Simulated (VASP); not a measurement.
# LaZn (Pm-3m) in VASP: notebook

Runs on LaZn. Level: LDA. Tasks: electric field gradients.

Everything below comes from runs of VASP 6.6.1. Logs are shortened: lines on timing, memory, paths and dates and some standing lists are left out, and cuts for length are marked.

### Step 1. The cell of the first run

It takes space group Pm-3m (No. 221, cubic). The conventional cell has a = 3.750 Å, b = 3.750 Å, c = 3.750 Å, α = 90.00°, β = 90.00°, γ = 90.00°. La (site symmetry m-3m) has 8 Zn at 3.25 Å and 6 La at 3.75 Å within 4.3 Å. Within 4.3 Å of Zn (site symmetry m-3m) lie 8 La at 3.25 Å and 6 Zn at 3.75 Å.

### Step 2. Electric field gradients, LDA

Contents of INCAR:

```
SYSTEM = LaZn
  PREC = Accurate
  ENCUT = 520
  EDIFF = 1E-8
  ISMEAR = -1
  SIGMA = 0.05
  LREAL = .False.
  LASPH = .True.
  NELM = 80
  ALGO = Normal
  ISIF = 2
  LWAVE = .False.
  LCHARG = .False.
  GGA = CA
  LEFG = .True.
  NBANDS = 18
```

Contents of KPOINTS:

```
Automatic mesh
0
Gamma
  9 9 9
  0 0 0
```

Contents of POSCAR:

```
LaZn
1.0
    3.7500000000      0.0000000000      0.0000000000
    0.0000000000      3.7500000000      0.0000000000
    0.0000000000      0.0000000000      3.7500000000
La Zn
1 1
Direct
    0.5000000000      0.5000000000      0.5000000000
    0.0000000000      0.0000000000      0.0000000000
```

Potentials or basis: VASP PAW LDA potentials, release 64 (La, Zn).

On the command line:

```sh
$ cat potpaw_LDA.64/La/POTCAR potpaw_LDA.64/Zn/POTCAR > POTCAR
$ mpirun -np 1 vasp_std > vasp.out
```

OUTCAR:

```text
SYSTEM = LaZn
   PREC = Accurate
   ENCUT = 520
   EDIFF = 1E-8
   ISMEAR = -1
   LREAL = .False.
   LASPH = .True.
   NELM = 80
   ISIF = 2
   GGA = CA

 ion  position               nearest neighbor table
   1  0.500  0.500  0.500-   2 3.25   2 3.25   2 3.25   2 3.25   2 3.25   2 3.25   2 3.25   2 3.25

   2  0.000  0.000  0.000-   1 3.25   1 3.25   1 3.25   1 3.25   1 3.25   1 3.25   1 3.25   1 3.25

  LATTYP: Found a simple cubic cell.
 ALAT       =     3.7500000000

  Lattice vectors:

 A1 = (   3.7500000000,   0.0000000000,   0.0000000000)
 A2 = (   0.0000000000,   3.7500000000,   0.0000000000)
 A3 = (   0.0000000000,   0.0000000000,   3.7500000000)

Analysis of symmetry for initial positions (statically):
=====================================================================
 Subroutine PRICEL returns:
 Original cell was already a primitive cell.

 Routine SETGRP: Setting up the symmetry group for a
 simple cubic supercell.

 Subroutine GETGRP returns: Found 48 space group operations
 (whereof 48 operations were pure point group operations)
 out of a pool of 48 trial point group operations.

The static configuration has the point symmetry O_h .

Analysis of symmetry for dynamics (positions and initial velocities):
=====================================================================
 Subroutine PRICEL returns:
 Original cell was already a primitive cell.

 Routine SETGRP: Setting up the symmetry group for a
 simple cubic supercell.

 Subroutine GETGRP returns: Found 48 space group operations
 (whereof 48 operations were pure point group operations)
 out of a pool of 48 trial point group operations.

The dynamic configuration has the point symmetry O_h .

 Subroutine INISYM returns: Found 48 space group operations
 (whereof 48 operations are pure point group operations),
 and found     1 'primitive' translations

----------------------------------------------------------------------------------------

                                     Primitive cell

  volume of cell :      52.7344

  direct lattice vectors                    reciprocal lattice vectors
     3.750000000  0.000000000  0.000000000     0.266666667  0.000000000  0.000000000
     0.000000000  3.750000000  0.000000000     0.000000000  0.266666667  0.000000000
     0.000000000  0.000000000  3.750000000     0.000000000  0.000000000  0.266666667

  length of vectors
     3.750000000  3.750000000  3.750000000     0.266666667  0.266666667  0.266666667

  position of ions in fractional coordinates (direct lattice)
     0.500000000  0.500000000  0.500000000
     0.000000000  0.000000000  0.000000000

  ion indices of the primitive-cell ions
   primitive index   ion index
                 1           1
                 2           2

----------------------------------------------------------------------------------------

 KPOINTS: Automatic mesh

Automatic generation of k-mesh.
 Grid dimensions read from file:
 generate k-points for:    9    9    9

 Generating k-lattice:

  Cartesian coordinates                     Fractional coordinates (reciprocal lattice)
     0.029629630  0.000000000  0.000000000     0.111111111  0.000000000  0.000000000
     0.000000000  0.029629630  0.000000000     0.000000000  0.111111111  0.000000000
     0.000000000  0.000000000  0.029629630     0.000000000  0.000000000  0.111111111

  Length of vectors
     0.029629630  0.029629630  0.029629630

  Shift w.r.t. Gamma in fractional coordinates (k-lattice)
     0.000000000  0.000000000  0.000000000

 Subroutine IBZKPT returns following result:
 ===========================================

 Found     35 irreducible k-points:

 Following reciprocal coordinates:
            Coordinates               Weight
  0.000000  0.000000  0.000000      1.000000
  0.111111  0.000000  0.000000      6.000000
  0.222222  0.000000  0.000000      6.000000
  0.333333  0.000000  0.000000      6.000000
  0.444444  0.000000  0.000000      6.000000
  0.111111  0.111111  0.000000     12.000000
[... 16 lines left out ...]
  0.333333  0.333333  0.111111     24.000000
  0.444444  0.333333  0.111111     48.000000
 [... further k-points ...]
   k-points           NKPTS =     35   k-points in BZ     NKDIM =     35   number of bands    NBANDS=     18
   number of dos      NEDOS =    301   number of ions     NIONS =      2
   total plane-waves  NPLWV =  21952
   dimension x,y,z NGX =    28 NGY =   28 NGZ =   28
   dimension x,y,z NGXF=    56 NGYF=   56 NGZF=   56
   ions per type =               1   1
   NGX,Y,Z   is equivalent  to a cutoff of  12.41, 12.41, 12.41 a.u.
   NGXF,Y,Z  is equivalent  to a cutoff of  24.83, 24.83, 24.83 a.u.
 SYSTEM =  LaZn
   PREC   = accura    normal or accurate (medium, high low for compatibility)
   ISTART =      0    job   : 0-new  1-cont  2-samecut
   ICHARG =      2    charge: 1-file 2-atom 10-const
   ISPIN  =      1    spin polarized calculation?
   LNONCOLLINEAR =      F non collinear calculations
   LSORBIT =      F    spin-orbit coupling
   LASPH  =      T    aspherical Exc in radial PAW
   ENCUT  =  520.0 eV  38.22 Ry    6.18 a.u.   6.97  6.97  6.97*2*pi/ulx,y,z
   NELM   =     80;   NELMIN=  2; NELMDL= -5     # of ELM steps
   EDIFF  = 0.1E-07   stopping-criterion for ELM
   LREAL  =      F    real-space projection
   EDIFFG = 0.1E-06   stopping-criterion for IOM
   NSW    =      0    number of steps for IOM
   IBRION =     -1    ionic relax: 0-MD 1-quasi-New 2-CG
   NFREE  =      0    steps in history (QN), initial steepest desc. (CG)
   ISIF   =      2    stress and relaxation
   ISYM   =      2    0-nonsym 1-usesym 2-fastsym
   POTIM  = 0.5000    time-step for ionic-motion
   TEBEG  =    0.0;   TEEND  =   0.0 temperature during run
   PSTRESS=    0.0 pullay stress
   NELECT =      23.0000    total number of electrons
   NUPDOWN=      -1.0000    fix difference up-down
   EMIN   =  10.00;   EMAX   =-10.00  energy-range for DOS
   EFERMI =   0.00;   METHOD = LEGACY
   ISMEAR =    -1;   SIGMA  =   0.05  broadening in eV -4-tet -1-fermi 0-gaus
   EFERMI_NEDOS =   21; number of points for ismear=-14 and -15
   IALGO  =     38    algorithm
   IMIX   =      4    mixing-type and parameters
     AMIX     =   0.40;   BMIX     =  1.00
     AMIX_MAG =   1.60;   BMIX_MAG =  1.00
  volume/ion in A,a.u.               =      26.37       177.93
  Fermi-wavevector in a.u.,A,eV,Ry     =   1.241517  2.346128 20.971553  1.541366
  Thomas-Fermi vector in A             =   2.375912
   LORBIT       =      0    0 simple, 1 ext, 2 COOP (PROOUT), +10 PAW based schemes
   GGA     = CA    functional components
   LHFCALC =     F    Hartree Fock is set to
   AEXX    =    0.0000 exact exchange contribution
   IVDW    =     0    specifies the selected vdW correction
   LEPSILON=     F    determine dielectric tensor
   LRPA    =     F    only Hartree local field effects (RPA)
 non-spin polarized calculation
  energy-cutoff  :      520.00
  volume of cell :       52.73
 maximum number of plane-waves:      1431
 NGX is ok and might be reduce to    28
   NGX = 13   NGY = 13   NGZ = 13

 number of electron      23.0000032 magnetization

 Free energy of the ion-electron system (eV)
  ---------------------------------------------------
  ext. energy  EPLUGINS =         0.00000000
  ---------------------------------------------------
  free energy    TOTEN  =        -7.93398874 eV

  energy without entropy =       -7.91041411  energy(sigma->0) =       -7.92220143

 E-fermi :   6.0396     XC(G=0): -10.3744

 val. band max:        6.0372488350   @ k =   0.4444   0.4444   0.1111
 cond. band min:       6.0701049811   @ k =   0.4444   0.2222   0.1111
 fundamental gap:      0.0328561460
 Fermi energy:         6.0396220375

 k-point     1 :       0.0000    0.0000    0.0000
  band No.  band energies     occupation
      1     -26.6559      2.00000
      2     -10.0450      2.00000
      3     -10.0450      2.00000
      4     -10.0450      2.00000
      5      -1.0986      2.00000
      6      -1.0986      2.00000
[... 10 lines left out ...]
     17       7.7625      0.00000
     18       7.7626      0.00000

 k-point     2 :       0.1111    0.0000    0.0000
  band No.  band energies     occupation
      1     -26.6478      2.00000
      2     -10.1537      2.00000
      3     -10.0362      2.00000
      4     -10.0362      2.00000
      5      -1.0933      2.00000
      6      -1.0770      2.00000
[... 10 lines left out ...]
     17       7.7704      0.00000
     18       7.7704      0.00000
[... 442 lines left out ...]
 k-point    24 :       0.4444    0.3333    0.1111
  band No.  band energies     occupation
      1     -26.5316      2.00000
      2     -10.7345      2.00000
      3     -10.5429      2.00000
      4     -10.0021      2.00000
      5      -1.0540      2.00000
      6      -1.0213      2.00000
[... 10 lines left out ...]
     17       7.9756      0.00000
     18       8.0389      0.00000

 [... further k-points ...]
[... 5 lines left out ...]
  --------------------------------------------------------------------------------------
  -------------------------------------------------------------------------------------
  Total       -1.3141830     -1.3141830     -1.3141830      0.0000000     -0.0000000      0.0000000
  in kB      -39.9275456    -39.9275456    -39.9275456      0.0000000     -0.0000000      0.0000000
  external PRESSURE =     -39.9275456 kB  Pullay stress =       0.0000000 kB

 VOLUME and BASIS-vectors are now :
 -----------------------------------------------------------------------------
  energy-cutoff  :      520.00
  volume of cell :       52.73
      direct lattice vectors                 reciprocal lattice vectors
     3.750000000  0.000000000  0.000000000     0.266666667  0.000000000  0.000000000
     0.000000000  3.750000000  0.000000000     0.000000000  0.266666667  0.000000000
     0.000000000  0.000000000  3.750000000     0.000000000  0.000000000  0.266666667

 POSITION                                       TOTAL-FORCE (eV/Angst)
 -----------------------------------------------------------------------------------
      1.87500      1.87500      1.87500         0.000000      0.000000      0.000000
      0.00000      0.00000      0.00000         0.000000      0.000000      0.000000
 -----------------------------------------------------------------------------------
    total drift:                               -0.000000      0.000000      0.000000

  FREE ENERGIE OF THE ION-ELECTRON SYSTEM (eV)
  ---------------------------------------------------
  free  energy   TOTEN  =        -7.9339887378 eV

  energy  without entropy=       -7.9104141129  energy(sigma->0) =       -7.92220143

 Electric field gradients (V/A^2)
---------------------------------------------------------------------
 ion       V_xx      V_yy      V_zz      V_xy      V_xz      V_yz
---------------------------------------------------------------------
   1       0.000     0.000    -0.000     0.000     0.000     0.000
   2      -0.000    -0.000    -0.000    -0.000    -0.000    -0.000
---------------------------------------------------------------------

 Electric field gradients after diagonalization (V/A^2)
 (convention: |V_zz| > |V_xx| > |V_yy|)
----------------------------------------------------------------------
 ion       V_xx      V_yy      V_zz     asymmetry (V_yy - V_xx)/ V_zz
----------------------------------------------------------------------
   1       0.000     0.000    -0.000       0.027
   2      -0.000    -0.000    -0.000      -0.255
----------------------------------------------------------------------

           NMR quadrupolar parameters

 Cq : quadrupolar parameter    Cq=e*Q*V_zz/h
 eta: asymmetry parameters     (V_yy - V_xx)/ V_zz
 Q  : nuclear electric quadrupole moment in mb (millibarn)
----------------------------------------------------------------------
 ion       Cq(MHz)       eta       Q (mb)
----------------------------------------------------------------------
   1      -0.000       0.027       1.000
   2      -0.000      -0.255       1.000
----------------------------------------------------------------------
```

Wall time 57 s (1 thread of Intel Xeon 8259CL, shared host); peak memory 0.18 GiB.

Results:

| Property | Result |
| --- | --- |
| Free energy | -7.9340 eV |
| Pressure | -4.0 GPa |
| Band gap on the k mesh | zero (an odd number of electrons rules out a gap without spin polarisation) |
| Largest electric field gradient by atom | under 0.05 V/Å² on every atom |

Levels at points of the mesh, in eV from the Fermi level:
| k point | band 8 | band 9 | band 10 | band 11 | band 12 | band 13 | band 14 | band 15 | band 16 | band 17 |
| --- | --- | --- | --- | --- | --- | --- | --- | --- | --- | --- |
| (0.00, 0.00, 0.00) | -7.01 | -7.01 | -6.06 | -0.40 | -0.40 | 1.59 | 1.59 | 1.59 | 1.72 | 1.72 |

Caveat: the cell stands under tension; spin-orbit coupling is left out, which moves the levels of the heavy elements.

### Step 3. Electric field gradients, LDA (26.63 Å³/atom)

This run uses another cell than the first one, of 26.63 Å³/atom.

Contents of INCAR:

```
SYSTEM = LaZn
PREC = Accurate
ENCUT = 520
EDIFF = 1E-8
ISMEAR = -1
SIGMA = 0.05
LREAL = .FALSE.
LASPH = .TRUE.
NELM = 60
ALGO = Normal
ISIF = 2
LWAVE = .FALSE.
LCHARG = .FALSE.
LEFG = .TRUE.
NBANDS = 18
```

Contents of KPOINTS:

```
regular mesh
0
G
  9 9 9
  0 0 0
```

Contents of POSCAR:

```
LaZn
1.0
    3.7624585633      0.0000000000      0.0000000000
    0.0000000000      3.7624585633      0.0000000000
    0.0000000000      0.0000000000      3.7624585633
La Zn
1 1
Direct
    0.5000000000      0.5000000000      0.5000000000
    0.0000000000      0.0000000000      0.0000000000
```

Potentials or basis: VASP PAW LDA potentials, release 64 (La, Zn).

On the command line:

```sh
$ cat potpaw_LDA.64/La/POTCAR potpaw_LDA.64/Zn/POTCAR > POTCAR
$ mpirun -np 1 vasp_std > vasp.out
```

OUTCAR:

```text
SYSTEM = LaZn
   PREC = Accurate
   ENCUT = 520
   EDIFF = 1E-8
   ISMEAR = -1
   LREAL = .FALSE.
   LASPH = .TRUE.
   NELM = 60
   ISIF = 2

 ion  position               nearest neighbor table
   1  0.500  0.500  0.500-   2 3.26   2 3.26   2 3.26   2 3.26   2 3.26   2 3.26   2 3.26   2 3.26

   2  0.000  0.000  0.000-   1 3.26   1 3.26   1 3.26   1 3.26   1 3.26   1 3.26   1 3.26   1 3.26

  LATTYP: Found a simple cubic cell.
 ALAT       =     3.7624585633

  Lattice vectors:

 A1 = (   3.7624585633,   0.0000000000,   0.0000000000)
 A2 = (   0.0000000000,   3.7624585633,   0.0000000000)
 A3 = (   0.0000000000,   0.0000000000,   3.7624585633)

Analysis of symmetry for initial positions (statically):
=====================================================================
 Subroutine PRICEL returns:
 Original cell was already a primitive cell.

 Routine SETGRP: Setting up the symmetry group for a
 simple cubic supercell.

 Subroutine GETGRP returns: Found 48 space group operations
 (whereof 48 operations were pure point group operations)
 out of a pool of 48 trial point group operations.

The static configuration has the point symmetry O_h .

Analysis of symmetry for dynamics (positions and initial velocities):
=====================================================================
 Subroutine PRICEL returns:
 Original cell was already a primitive cell.

 Routine SETGRP: Setting up the symmetry group for a
 simple cubic supercell.

 Subroutine GETGRP returns: Found 48 space group operations
 (whereof 48 operations were pure point group operations)
 out of a pool of 48 trial point group operations.

The dynamic configuration has the point symmetry O_h .
[... 150 lines left out ...]
 cond. band min:       5.9915475849   @ k =   0.4444   0.2222   0.1111
 fundamental gap:      0.0407626830
 Fermi energy:         5.9575677909

 k-point     1 :       0.0000    0.0000    0.0000
  band No.  band energies     occupation
      1     -26.7597      2.00000
      2     -10.1554      2.00000
      3     -10.1554      2.00000
      4     -10.1554      2.00000
      5      -1.1656      2.00000
      6      -1.1656      2.00000
[... 481 lines left out ...]
      5      -1.1234      2.00000
      6      -1.0903      2.00000
[... 10 lines left out ...]
     17       7.8630      0.00000
     18       7.9292      0.00000

 [... further k-points ...]
[... 5 lines left out ...]
  --------------------------------------------------------------------------------------
  -------------------------------------------------------------------------------------
  Total       -1.4620747     -1.4620747     -1.4620747      0.0000000      0.0000000      0.0000000
  in kB      -43.9809880    -43.9809880    -43.9809880      0.0000000      0.0000000      0.0000000
  external PRESSURE =     -43.9809880 kB  Pullay stress =       0.0000000 kB

 VOLUME and BASIS-vectors are now :
 -----------------------------------------------------------------------------
  energy-cutoff  :      520.00
  volume of cell :       53.26
      direct lattice vectors                 reciprocal lattice vectors
     3.762458563  0.000000000  0.000000000     0.265783658  0.000000000  0.000000000
     0.000000000  3.762458563  0.000000000     0.000000000  0.265783658  0.000000000
     0.000000000  0.000000000  3.762458563     0.000000000  0.000000000  0.265783658

 POSITION                                       TOTAL-FORCE (eV/Angst)
 -----------------------------------------------------------------------------------
      1.88123      1.88123      1.88123         0.000000      0.000000      0.000000
      0.00000      0.00000      0.00000         0.000000      0.000000      0.000000
 -----------------------------------------------------------------------------------
    total drift:                               -0.000000      0.000000      0.000000

  FREE ENERGIE OF THE ION-ELECTRON SYSTEM (eV)
  ---------------------------------------------------
  free  energy   TOTEN  =        -7.9202050467 eV

  energy  without entropy=       -7.8965668520  energy(sigma->0) =       -7.90838595

 Electric field gradients (V/A^2)
---------------------------------------------------------------------
 ion       V_xx      V_yy      V_zz      V_xy      V_xz      V_yz
---------------------------------------------------------------------
   1      -0.000     0.000    -0.000    -0.000     0.000    -0.000
   2       0.000     0.000     0.000     0.000    -0.000     0.000
---------------------------------------------------------------------

 Electric field gradients after diagonalization (V/A^2)
 (convention: |V_zz| > |V_xx| > |V_yy|)
----------------------------------------------------------------------
 ion       V_xx      V_yy      V_zz     asymmetry (V_yy - V_xx)/ V_zz
----------------------------------------------------------------------
   1      -0.000     0.000    -0.000      -1.264
   2       0.000     0.000     0.000      -0.084
----------------------------------------------------------------------

           NMR quadrupolar parameters

 Cq : quadrupolar parameter    Cq=e*Q*V_zz/h
 eta: asymmetry parameters     (V_yy - V_xx)/ V_zz
 Q  : nuclear electric quadrupole moment in mb (millibarn)
----------------------------------------------------------------------
 ion       Cq(MHz)       eta       Q (mb)
----------------------------------------------------------------------
   1      -0.000      -1.264       1.000
   2       0.000      -0.084       1.000
----------------------------------------------------------------------
```

Run time: 48 s. Hardware: 1 thread of Intel Xeon 8259CL, shared host; peak memory 0.18 GiB.

Results:

```
Free energy                             : -7.9202 eV
Pressure                                : -4.4 GPa
Band gap on the k mesh                  : zero (an odd number of electrons rules out a gap without spin polarisation)
Largest electric field gradient by atom : under 0.05 V/Å² on every atom
```

Caveat: the cell stands under tension; spin-orbit coupling is left out, which moves the levels of the heavy elements.

(Continued in part 2 of 2.)

The gap in the log of VASP goes by the Fermi energy; the results here count the filled bands.